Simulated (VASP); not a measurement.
# TiO2 (I4_1/amd) in VASP: further runs

Runs on TiO2. Level: r2SCAN. Tasks: single point.

Program: VASP 6.6.1. These are calculated values, not measurements. Logs are shortened: lines on timing, memory, paths and dates and some standing lists are left out, and cuts for length are marked.

**1. The cell of the first run**

The structure is tetragonal, space group I4_1/amd (No. 141). The conventional cell has a = 3.778 Å, b = 3.778 Å, c = 9.584 Å, α = 90.00°, β = 90.00°, γ = 90.00°. Within 2.6 Å of Ti (site symmetry -4m2) lie 6 O at 1.93 to 1.99 Å. Within 2.6 Å of O (site symmetry 2mm) lie 3 Ti at 1.93 to 1.99 Å and 2 O at 2.46 Å.

**2. Single point, r2SCAN**

File POSCAR:

```
TiO2
1.0
    3.7777089757      0.0000000000      0.0000000000
    0.0000000000      3.7777089757      0.0000000000
    0.0000000000      0.0000000000      9.5840256616
Ti O
4 8
Direct
    0.0000000000      0.5000000000      0.7500000000
    0.5000000000      0.5000000000      0.0000000000
    0.5000000000      0.0000000000      0.2500000000
    0.0000000000      0.0000000000      0.5000000000
    0.0000000000      0.5000000000      0.9572470713
    0.5000000000      0.5000000000      0.7927529287
    0.5000000000      0.0000000000      0.0427529287
    0.0000000000      0.0000000000      0.7072470713
    0.5000000000      0.0000000000      0.4572470713
    0.0000000000      0.0000000000      0.2927529287
    0.0000000000      0.5000000000      0.5427529287
    0.5000000000      0.5000000000      0.2072470713
```

File INCAR.step1:

```
SYSTEM = TiO2
  ALGO = Normal
  EDIFF = 1E-4
  ENCUT = 520
  GGA = PE
  ISMEAR = 0
  LASPH = .TRUE.
  LCHARG = .FALSE.
  LREAL = .FALSE.
  LWAVE = .TRUE.
  NBANDS = 60
  NELM = 100
  PREC = Accurate
  SIGMA = 0.02
```

File INCAR.step2:

```
SYSTEM = TiO2
  ALGO = Normal
  EDIFF = 1E-6
  ENCUT = 520
  ISIF = 2
  ISMEAR = 0
  ISTART = 1
  LASPH = .TRUE.
  LCHARG = .TRUE.
  LELF = .TRUE.
  LMIXTAU = .TRUE.
  LREAL = .FALSE.
  LVHAR = .TRUE.
  LWAVE = .FALSE.
  METAGGA = R2SCAN
  NBANDS = 60
  NELM = 100
  PREC = Accurate
  SIGMA = 0.02
```

File KPOINTS:

```
k-points
0
G
  6 6 4
  0 0 0
```

Potentials or basis: VASP PAW PBE potentials, release 64 (Ti_sv, O).

On the command line:

```
$ cat potpaw_PBE.64/Ti_sv/POTCAR potpaw_PBE.64/O/POTCAR > POTCAR
$ cp INCAR.step1 INCAR
$ mpirun -np 1 vasp_std > vasp.out
$ cp INCAR.step2 INCAR
$ mpirun -np 1 vasp_std > vasp.out
```

OUTCAR:

```text
SYSTEM = TiO2
   EDIFF = 1E-6
   ENCUT = 520
   ISIF = 2
   ISMEAR = 0
   ISTART = 1
   LASPH = .TRUE.
   LREAL = .FALSE.
   METAGGA = R2SCAN
   NELM = 100
   PREC = Accurate

 ion  position               nearest neighbor table
   1  0.000  0.500  0.750-   6 1.93   8 1.93   8 1.93   6 1.93   5 1.99  11 1.99
   2  0.500  0.500  0.000-   5 1.93   7 1.93   7 1.93   5 1.93   6 1.99  12 1.99
   3  0.500  0.000  0.250-  10 1.93  12 1.93  12 1.93  10 1.93   7 1.99   9 1.99
   4  0.000  0.000  0.500-   9 1.93  11 1.93  11 1.93   9 1.93  10 1.99   8 1.99
   5  0.000  0.500  0.957-   2 1.93   2 1.93   1 1.99
   6  0.500  0.500  0.793-   1 1.93   1 1.93   2 1.99
   7  0.500  0.000  0.043-   2 1.93   2 1.93   3 1.99
   8  0.000  0.000  0.707-   1 1.93   1 1.93   4 1.99
   9  0.500  0.000  0.457-   4 1.93   4 1.93   3 1.99
  10  0.000  0.000  0.293-   3 1.93   3 1.93   4 1.99
  11  0.000  0.500  0.543-   4 1.93   4 1.93   1 1.99
  12  0.500  0.500  0.207-   3 1.93   3 1.93   2 1.99

  LATTYP: Found a simple tetragonal cell.
 ALAT       =     3.7777089757
 C/A-ratio  =     2.5369941738

  Lattice vectors:

 A1 = (   3.7777089757,   0.0000000000,   0.0000000000)
 A2 = (   0.0000000000,   3.7777089757,   0.0000000000)
 A3 = (   0.0000000000,   0.0000000000,   9.5840256616)

Analysis of symmetry for initial positions (statically):
=====================================================================
 Subroutine PRICEL returns following result:

  LATTYP: Found a body centered tetragonal cell.
 ALAT       =     3.7777089757
 C/A-ratio  =     2.5369941738

  Lattice vectors:

 A1 = (  -1.8888544879,   1.8888544878,   4.7920128308)
 A2 = (   1.8888544878,  -1.8888544878,   4.7920128308)
 A3 = (   1.8888544879,   1.8888544879,  -4.7920128308)

   2 primitive cells build up your supercell.

 Routine SETGRP: Setting up the symmetry group for a
 simple tetragonal supercell.

 Subroutine GETGRP returns: Found 16 space group operations
 (whereof  8 operations were pure point group operations)
 out of a pool of 16 trial point group operations.

The static configuration has the point symmetry D_2d.
 The point group associated with its full space group is D_4h.

Analysis of symmetry for dynamics (positions and initial velocities):
=====================================================================
 Subroutine PRICEL returns following result:

  LATTYP: Found a body centered tetragonal cell.
 ALAT       =     3.7777089757
 C/A-ratio  =     2.5369941738

  Lattice vectors:

 A1 = (  -1.8888544879,   1.8888544878,   4.7920128308)
 A2 = (   1.8888544878,  -1.8888544878,   4.7920128308)
 A3 = (   1.8888544879,   1.8888544879,  -4.7920128308)

   2 primitive cells build up your supercell.

 Routine SETGRP: Setting up the symmetry group for a
 simple tetragonal supercell.

 Subroutine GETGRP returns: Found 16 space group operations
 (whereof  8 operations were pure point group operations)
 out of a pool of 16 trial point group operations.

The dynamic configuration has the point symmetry D_2d.
 The point group associated with its full space group is D_4h.

 Subroutine INISYM returns: Found 16 space group operations
 (whereof  8 operations are pure point group operations),
 and found     2 'primitive' translations

----------------------------------------------------------------------------------------

                                     Primitive cell

  volume of cell :      68.3872

  direct lattice vectors                    reciprocal lattice vectors
    -1.888854488  1.888854488  4.792012831     0.000000000  0.264710703  0.104340288
     1.888854488 -1.888854488  4.792012831     0.264710703  0.000000000  0.104340288
     1.888854488  1.888854488 -4.792012831     0.264710703  0.264710703  0.000000000

  length of vectors
     5.486249131  5.486249131  5.486249131     0.284532339  0.284532339  0.374357467

  position of ions in fractional coordinates (direct lattice)
     0.250000000  0.750000000  0.500000000
     0.500000000  0.500000000  0.000000000
     0.457247071  0.957247071  0.500000000
     0.292752929  0.292752929  0.000000000
     0.042752929  0.542752929  0.500000000
     0.707247071  0.707247071  0.000000000

  ion indices of the primitive-cell ions
   primitive index   ion index
                 1           1
                 2           2
                 3           5
                 4           6
                 5          11
                 6           8

----------------------------------------------------------------------------------------

 KPOINTS: k-points

Automatic generation of k-mesh.
 Grid dimensions read from file:
 generate k-points for:    6    6    4

 Generating k-lattice:

  Cartesian coordinates                     Fractional coordinates (reciprocal lattice)
     0.044118451  0.000000000  0.000000000     0.166666667  0.000000000  0.000000000
     0.000000000  0.044118451  0.000000000     0.000000000  0.166666667  0.000000000
     0.000000000  0.000000000  0.026085072     0.000000000  0.000000000  0.250000000

  Length of vectors
     0.044118451  0.044118451  0.026085072

  Shift w.r.t. Gamma in fractional coordinates (k-lattice)
     0.000000000  0.000000000  0.000000000

 Subroutine IBZKPT returns following result:
 ===========================================

 Found     30 irreducible k-points:

 Following reciprocal coordinates:
            Coordinates               Weight
  0.000000  0.000000  0.000000      1.000000
  0.166667  0.000000  0.000000      4.000000
  0.333333  0.000000  0.000000      4.000000
  0.500000  0.000000  0.000000      2.000000
  0.166667  0.166667  0.000000      4.000000
  0.333333  0.166667  0.000000      8.000000
[... 16 lines left out ...]
  0.333333  0.000000  0.500000      4.000000
  0.500000  0.000000  0.500000      2.000000
 [... further k-points ...]
   k-points           NKPTS =     30   k-points in BZ     NKDIM =     30   number of bands    NBANDS=     60
   number of dos      NEDOS =    301   number of ions     NIONS =     12
   total plane-waves  NPLWV =  56448
   dimension x,y,z NGX =    28 NGY =   28 NGZ =   72
   dimension x,y,z NGXF=    56 NGYF=   56 NGZF=  144
   ions per type =               4   8
   NGX,Y,Z   is equivalent  to a cutoff of  12.32, 12.32, 12.49 a.u.
   NGXF,Y,Z  is equivalent  to a cutoff of  24.64, 24.64, 24.98 a.u.
 SYSTEM =  TiO2
   PREC   = accura    normal or accurate (medium, high low for compatibility)
   ISTART =      1    job   : 0-new  1-cont  2-samecut
   ICHARG =      0    charge: 1-file 2-atom 10-const
   ISPIN  =      1    spin polarized calculation?
   LNONCOLLINEAR =      F non collinear calculations
   LSORBIT =      F    spin-orbit coupling
   LASPH  =      T    aspherical Exc in radial PAW
   ENCUT  =  520.0 eV  38.22 Ry    6.18 a.u.   7.02  7.02 17.82*2*pi/ulx,y,z
   NELM   =    100;   NELMIN=  2; NELMDL=  0     # of ELM steps
   EDIFF  = 0.1E-05   stopping-criterion for ELM
   LREAL  =      F    real-space projection
   EDIFFG = 0.1E-04   stopping-criterion for IOM
   NSW    =      0    number of steps for IOM
   IBRION =     -1    ionic relax: 0-MD 1-quasi-New 2-CG
   NFREE  =      0    steps in history (QN), initial steepest desc. (CG)
   ISIF   =      2    stress and relaxation
   ISYM   =      2    0-nonsym 1-usesym 2-fastsym
   POTIM  = 0.5000    time-step for ionic-motion
   TEBEG  =    0.0;   TEEND  =   0.0 temperature during run
   PSTRESS=    0.0 pullay stress
   NELECT =      96.0000    total number of electrons
   NUPDOWN=      -1.0000    fix difference up-down
   EMIN   =  10.00;   EMAX   =-10.00  energy-range for DOS
   EFERMI =   0.00;   METHOD = LEGACY
   ISMEAR =     0;   SIGMA  =   0.02  broadening in eV -4-tet -1-fermi 0-gaus
   EFERMI_NEDOS =   21; number of points for ismear=-14 and -15
   IALGO  =     38    algorithm
   IMIX   =      4    mixing-type and parameters
     AMIX     =   0.40;   BMIX     =  1.00
     AMIX_MAG =   1.60;   BMIX_MAG =  1.00
  volume/ion in A,a.u.               =      11.40        76.92
  Fermi-wavevector in a.u.,A,eV,Ry     =   1.454890  2.749344 28.799531  2.116706
  Thomas-Fermi vector in A             =   2.571988
   LORBIT       =      0    0 simple, 1 ext, 2 COOP (PROOUT), +10 PAW based schemes
   METAGGA = R2SCAN    functional components
   LHFCALC =     F    Hartree Fock is set to
   AEXX    =    0.0000 exact exchange contribution
   IVDW    =     0    specifies the selected vdW correction
   LEPSILON=     F    determine dielectric tensor
   LRPA    =     F    only Hartree local field effects (RPA)
 non-spin polarized calculation
 Gauss-broadening in eV      SIGMA  =   0.02
  energy-cutoff  :      520.00
  volume of cell :      136.77
 maximum number of plane-waves:      3716
   NGX = 15   NGY = 15   NGZ = 35

 number of electron      95.9999943 magnetization

 Free energy of the ion-electron system (eV)
  ---------------------------------------------------
  ext. energy  EPLUGINS =         0.00000000
  ---------------------------------------------------
  free energy    TOTEN  =      -139.71523486 eV

  energy without entropy =     -139.71523486  energy(sigma->0) =     -139.71523486

 E-fermi :   3.1651     XC(G=0): -11.4451

 val. band max:        2.9674880226   @ k =   0.5000   0.5000   0.0000
 cond. band min:       5.5696123235   @ k =   0.0000   0.0000   0.0000
 fundamental gap:      2.6021243008
 Fermi energy:         3.1651055623

 k-point     1 :       0.0000    0.0000    0.0000
  band No.  band energies     occupation
      1     -55.5678      2.00000
      2     -55.5384      2.00000
      3     -55.5384      2.00000
      4     -55.5088      2.00000
      5     -30.9857      2.00000
      6     -30.7907      2.00000
[... 1501 lines left out ...]
     59       7.9295      0.00000
     60       7.9295      0.00000

 [... further k-points ...]

------------------------ aborting loop because EDIFF is reached ----------------------------------------

  FORCE on cell =-STRESS in cart. coord.  units (eV):
  Direction    XX          YY          ZZ          XY          YZ          ZX
  --------------------------------------------------------------------------------------
  -------------------------------------------------------------------------------------
  Total        1.1101481      1.1101481      0.9334680      0.0000000      0.0000000     -0.0000000
  in kB       13.0042864     13.0042864     10.9346544      0.0000000      0.0000000     -0.0000000
  external PRESSURE =      12.3144091 kB  Pullay stress =       0.0000000 kB

 VOLUME and BASIS-vectors are now :
 -----------------------------------------------------------------------------
  energy-cutoff  :      520.00
  volume of cell :      136.77
      direct lattice vectors                 reciprocal lattice vectors
     3.777708976  0.000000000  0.000000000     0.264710703  0.000000000  0.000000000
     0.000000000  3.777708976  0.000000000     0.000000000  0.264710703  0.000000000
     0.000000000  0.000000000  9.584025662     0.000000000  0.000000000  0.104340288

 POSITION                                       TOTAL-FORCE (eV/Angst)
 -----------------------------------------------------------------------------------
      0.00000      1.88885      7.18802         0.000000     -0.000000      0.000000
      1.88885      1.88885      0.00000        -0.000000      0.000000      0.000000
      1.88885      0.00000      2.39601         0.000000     -0.000000      0.000000
      0.00000      0.00000      4.79201         0.000000      0.000000     -0.000000
      0.00000      1.88885      9.17428         0.000000     -0.000000      0.035365
      1.88885      1.88885      7.59776        -0.000000      0.000000     -0.035365
      1.88885      0.00000      0.40975        -0.000000     -0.000000     -0.035365
      0.00000      0.00000      6.77827         0.000000      0.000000      0.035365
      1.88885      0.00000      4.38227         0.000000     -0.000000      0.035365
      0.00000      0.00000      2.80575         0.000000      0.000000     -0.035365
      0.00000      1.88885      5.20176         0.000000      0.000000     -0.035365
      1.88885      1.88885      1.98626         0.000000      0.000000      0.035365
 -----------------------------------------------------------------------------------
    total drift:                                0.000000      0.000000      0.000000

  FREE ENERGIE OF THE ION-ELECTRON SYSTEM (eV)
  ---------------------------------------------------
  free  energy   TOTEN  =      -139.7152348622 eV

  energy  without entropy=     -139.7152348622  energy(sigma->0) =     -139.71523486
```

It took 25 min on 1 thread of Oxide Virtual Turin-like, shared host; peak memory 0.32 GiB.

Results:

* Free energy: -139.7152 eV
* Pressure: 1.2 GPa
* Largest force: 0.035 eV/Å
* Band gap on the k mesh: 2.60 eV

Forces on the atoms (eV/Å):
```
Ti   0.000  0.000  0.000
Ti   0.000  0.000  0.000
Ti   0.000  0.000  0.000
Ti   0.000  0.000  0.000
O    0.000  0.000  0.035
O    0.000  0.000 -0.035
O    0.000  0.000 -0.035
O    0.000  0.000  0.035
O    0.000  0.000  0.035
O    0.000  0.000 -0.035
O    0.000  0.000 -0.035
O    0.000  0.000  0.035
```

Stress tensor (GPa, compression positive):
```
1.30 0.00 0.00
0.00 1.30 0.00
0.00 0.00 1.09
```

Caveat: the PAW data sets were made with another functional, which shifts forces and pressure a little.

**3. Single point, r2SCAN**

POSCAR is that of step 2.

File INCAR.step1:

```
  ALGO = Normal
  EDIFF = 1E-4
  ENCUT = 520
  GGA = PE
  ISMEAR = 0
  LASPH = True
  LCHARG = False
  LREAL = False
  LWAVE = True
  NBANDS = 60
  NELM = 100
  PREC = Accurate
  SIGMA = 0.02
```

File INCAR.step2:

```
  ALGO = Normal
  EDIFF = 1E-6
  ENCUT = 520
  ISIF = 2
  ISMEAR = 0
  ISTART = 1
  LASPH = True
  LCHARG = False
  LMIXTAU = True
  LREAL = False
  LWAVE = False
  METAGGA = R2SCAN
  NBANDS = 60
  NELM = 100
  PREC = Accurate
  SIGMA = 0.02
```

File KPOINTS:

```
k-points
0
Gamma
  6 6 4
```

Potentials or basis: VASP PAW PBE potentials, release 64 (Ti_sv, O).

On the command line:

```
$ cat potpaw_PBE.64/Ti_sv/POTCAR potpaw_PBE.64/O/POTCAR > POTCAR
$ cp INCAR.step1 INCAR
$ mpirun -np 1 vasp_std > vasp.out
$ cp INCAR.step2 INCAR
$ mpirun -np 1 vasp_std > vasp.out
```

Run time: 25 min. Hardware: 1 thread of Oxide Virtual Turin-like, shared host; peak memory 0.31 GiB.

The run converged. Its results:

| Property | Result |
| --- | --- |
| Free energy | -139.7152 eV |
| Pressure | 1.2 GPa |
| Largest force | 0.035 eV/Å |
| Band gap on the k mesh | 2.60 eV |

Forces on the atoms (eV/Å):
```
Ti   0.000  0.000  0.000
Ti   0.000  0.000  0.000
Ti   0.000  0.000  0.000
Ti   0.000  0.000  0.000
O    0.000  0.000  0.035
O    0.000  0.000 -0.035
O    0.000  0.000 -0.035
O    0.000  0.000  0.035
O    0.000  0.000  0.035
O    0.000  0.000 -0.035
O    0.000  0.000 -0.035
O    0.000  0.000  0.035
```

Stress tensor (GPa, compression positive):
```
1.30 0.00 0.00
0.00 1.30 0.00
0.00 0.00 1.09
```

Levels at points of the mesh, in eV from the valence-band top:
| k point | band 44 | band 45 | band 46 | band 47 | band 48 | band 49 | band 50 | band 51 | band 52 | band 53 |
| --- | --- | --- | --- | --- | --- | --- | --- | --- | --- | --- |
| (0.00, 0.00, 0.00) | -0.75 | -0.43 | -0.43 | -0.08 | -0.08 | 2.60 | 2.95 | 2.95 | 3.32 | 4.27 |
| (0.50, 0.00, 0.00) | -1.12 | -0.86 | -0.86 | -0.83 | -0.83 | 3.86 | 3.86 | 3.89 | 3.89 | 4.04 |
| (0.50, 0.50, 0.00) | -2.04 | 0.00 | 0.00 | 0.00 | 0.00 | 3.78 | 3.78 | 3.78 | 3.78 | 4.25 |
| (0.00, 0.00, 0.50) | -1.05 | -0.19 | -0.19 | -0.19 | -0.19 | 2.70 | 2.70 | 3.21 | 3.21 | 4.33 |
| (0.50, 0.00, 0.50) | -0.91 | -0.83 | -0.83 | -0.64 | -0.64 | 3.73 | 3.73 | 4.00 | 4.00 | 4.05 |
| (0.50, 0.50, 0.50) | -1.58 | -0.19 | -0.19 | -0.19 | -0.19 | 4.01 | 4.01 | 4.01 | 4.01 | 4.04 |

Caveat: the PAW data sets were made with another functional, which shifts forces and pressure a little.
